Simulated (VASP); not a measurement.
Input of a VASP 6.6.1 run:

Contents of INCAR:

```
SYSTEM = Ag
  PREC = Accurate
  ENCUT = 520
  EDIFF = 1E-6
  ISMEAR = 0
  SIGMA = 0.15
  LREAL = .False.
  LASPH = .True.
  NELM = 80
  ALGO = Fast
  ISIF = 2
  LWAVE = .False.
  LCHARG = .True.
  GGA = PS
  LELF = .True.
  LVHAR = .True.
  NBANDS = 12
```

Contents of KPOINTS:

```
regular mesh
0
Gamma
  28 28 28
  0 0 0
```

Contents of POSCAR:

```
Ag
1.0
   -1.5621315411      1.5621315411      1.7183446952
    1.5621315411     -1.5621315411      1.7183446952
    1.5621315411      1.5621315411     -1.7183446952
Ag
1
Direct
    0.0000000000      0.0000000000      0.0000000000
```

Potentials or basis: VASP PAW PBE potentials, release 64 (Ag).

Run with:

```bash
$ cat potpaw_PBE.64/Ag/POTCAR > POTCAR
$ mpirun -np 1 vasp_std > vasp.out
```

(1) What does it give for the band gap on the k mesh?

(2) Estimate the pressure.

## Answers

(1) zero (an odd number of electrons rules out a gap without spin polarisation).

(2) -0.2 GPa.

Caveat: the PAW data sets were made with another functional, which shifts forces and pressure a little.
